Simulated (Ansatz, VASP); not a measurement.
# One calculation of Cu, two programs

```
Cu
1.0
     2.51039    0.00000    0.00000
    -1.25519    2.17406    0.00000
     0.00000    0.00000    3.85947
Cu
2
Cartesian
  0.0000 1.4494 0.9649
  1.2552 0.7247 2.8946
```

Alike in both runs: task single point; functional PBE; k mesh 21 × 21 × 12; occupations gaussian, width 0.15 eV; no spin polarisation.

|  | VASP | Ansatz |
| --- | --- | --- |
| version | VASP 6.6.1 | Ansatz 0.2.0 |
| potentials or method | VASP PAW PBE potentials, release 64 (Cu), cutoff 520 eV | scalar-relativistic, plane waves, PAW |
| valence electrons in the cell | 22 | 38 |

|  | VASP | Ansatz | Ansatz less VASP |
| --- | --- | --- | --- |
| gap on the k mesh at the Fermi level (eV) | none | none | - |
| pressure (GPa) | 26.2 | 25.5 | -0.63 |
| traceless stress, the component that is largest in VASP (GPa) | 10.72 | 10.83 | +0.113 |

A gap of «none» marks a metal or a gap that the smearing closes. VASP's potentials hold 22 valence electrons a cell and Ansatz's 38, so a difference there can come from the potentials and not from the codes.
